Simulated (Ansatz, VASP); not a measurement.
# One calculation of SrTiO3, two programs

```xyz
10
Lattice="-2.7589 2.7589 3.9136 2.7589 -2.7589 3.9136 2.7589 2.7589 -3.9136" Properties=species:S:1:pos:R:3 pbc="T T T"
Sr    0.0000    2.7589    1.9568
Sr    2.7589    0.0000    1.9568
Ti    0.0000    0.0000    0.0000
Ti    0.0000    0.0000    3.9136
O    -1.2862    1.4727    3.9136
O     1.2862    1.4727    0.0000
O     1.4727    1.2862    3.9136
O     4.0451    1.2862    0.0000
O     0.0000    0.0000    5.8704
O     0.0000    0.0000    1.9568
```

Alike in both runs: task single point; functional PBE; k mesh 6 × 6 × 6; occupations fermi-dirac, width 0.02 eV; no spin polarisation.

```csv
,VASP,Ansatz
version,VASP 6.6.1,Ansatz 0.2.0
potentials or method,"VASP PAW PBE potentials, release 64 (Sr_sv, Ti_sv, O)","plane waves, PAW"
plane-wave cutoff (eV),520,420
valence electrons in the cell,80,80
```

VASP gave:

| Property | Result |
| --- | --- |
| gap on the k mesh at the Fermi level (eV) | 1.91 |
| pressure (GPa) | 4.7 |
| rms of the force components (eV/Å) | 0.009 |

Question: Estimate Ansatz's values.

Answer: gap on the k mesh at the Fermi level (eV): 1.94; pressure (GPa): 4.0; rms of the force components (eV/Å): 0.010.

Atom by atom the forces differ by 0.001 eV/Å (rms over components). With one functional, cell and mesh, what is left measures potentials, basis and numerics.
